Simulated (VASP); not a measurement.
The system is ZnS (Wurtzite-2H).

```
Zn S
1.0
     3.81100    0.00000    0.00000
    -1.90550    3.30042    0.00000
     0.00000    0.00000    6.23400
Zn S
2 2
Direct
  0.66667 0.33333 0.50000
  0.33333 0.66667 0.00000
  0.66667 0.33333 0.88500
  0.33333 0.66667 0.38500
```

Base run:

```yaml
Program: VASP 6.6.1
Functional: RPBE
Potentials_or_basis: VASP PAW PBE potentials, release 64 (Zn, S)
Cutoff: 520 eV
k_mesh: 5 × 5 × 3
Occupations: fermi-dirac, width 0.05 eV
Spin: no spin polarisation
```

Its results: band gap on the k mesh 2.42 eV, direct; pressure 5.1 GPa; largest force 0.332 eV/Å.

After a change of settings the same cell gave: band gap on the k mesh 2.11 eV, direct; pressure -1.0 GPa; largest force 0.313 eV/Å. Which change was it?
A. functional from RPBE to PBEsol
B. functional from RPBE to BLYP; further incar settings from ALGO = Normal; EDIFF = 1e-07; NBANDS = 26 to ALGO = Normal; EDIFF = 1e-06; NBANDS = 26
C. functional from RPBE to revPBE; further incar settings from ALGO = Normal; EDIFF = 1e-07; NBANDS = 26 to ALGO = Normal; EDIFF = 1e-06; NBANDS = 26

A.

PBEsol binds more tightly than RPBE, so the same cell stands under less pressure.

Caveats: the PAW data sets were made with another functional, which shifts forces and pressure a little.
